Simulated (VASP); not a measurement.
Ti2Te3Pt, 6 atoms in the cell. The structure is hexagonal, space group P6/mmm (No. 191). Conventional cell: a = 7.093 Å, b = 7.093 Å, c = 3.634 Å, α = 90.00°, β = 90.00°, γ = 120.00°. Within 3.7 Å of Ti (site symmetry -6m2) lie 6 Te at 2.74 Å and 2 Ti at 3.63 Å. Within 3.7 Å of Te (site symmetry mmm) lie 4 Ti at 2.74 Å and 6 Te at 3.55 to 3.63 Å. Within 4.8 Å of Pt (site symmetry 6/mmm) lie 2 Pt at 3.63 Å and 12 Te at 3.98 Å and 6 Ti at 4.10 Å. The cell was generated, and may not be a known phase.

```yaml
Program: VASP 6.6.1
Task: single point
Functional: PBE
Potentials_or_basis: VASP PAW PBE potentials, release 64 (Ti_sv, Te, Pt)
Cutoff: 520 eV
k_mesh: 3 × 3 × 6
Occupations: gaussian, width 0.1 eV
Spin: collinear spin
Starting_moments: "[1.0, 1.0, 0.0, 0.0, 0.0, 0.0] μB"
Dipole_correction: no
Further_INCAR_settings: ALGO = Normal; EDIFF = 1e-06; NBANDS = 39
```

Potentials or basis: VASP PAW PBE potentials, release 64 (Ti_sv, Te, Pt).

Command:

```console
$ cat potpaw_PBE.64/Ti_sv/POTCAR potpaw_PBE.64/Te/POTCAR potpaw_PBE.64/Pt/POTCAR > POTCAR
$ mpirun -np 1 vasp_std > vasp.out
```

Hardware: 1 thread of Intel Xeon 8259CL, with other jobs on the host.

Task: How long does it take, and how much memory?

Result: It took 10 min on 1 thread of Intel Xeon 8259CL (shared host), peak memory 0.41 GiB. Counts: scf iterations 22, k points 12.
